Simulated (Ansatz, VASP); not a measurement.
# One calculation of HfO2, two programs

```
CELL_PARAMETERS angstrom
0.00000 2.57900 2.57900
2.57900 0.00000 2.57900
2.57900 2.57900 0.00000
ATOMIC_POSITIONS crystal
Hf 0.00000 0.00000 0.00000
O 0.25000 0.25000 0.25000
O 0.75000 0.75000 0.75000
```

Alike in both runs: functional r2SCAN; k mesh 10 × 10 × 10; occupations fermi-dirac, width 0.02 eV; no spin polarisation.

Ansatz relaxed the structure, and its values are those at the end. VASP's run is a single point on that final structure, the one shown.

|  | VASP | Ansatz |
| --- | --- | --- |
| version | VASP 6.6.1 | Ansatz 0.2.0 |
| potentials or method | VASP PAW PBE potentials, release 64 (Hf_pv, O), cutoff 520 eV | PAW plane waves |
| valence electrons in the cell | 22 | 38 |

|  | VASP | Ansatz | Ansatz less VASP |
| --- | --- | --- | --- |
| gap on the k mesh at the Fermi level (eV) | 4.14 | 4.14 | +0.003 |
| pressure (GPa) | -17.4 | -14.0 | +3.46 |

VASP's potentials were made for PBE, not for r2SCAN. VASP's potentials hold 22 valence electrons a cell and Ansatz's 38, so a difference there can come from the potentials and not from the codes. Ansatz's warnings: stress scf threshold loose.

Spin-orbit coupling is off throughout.
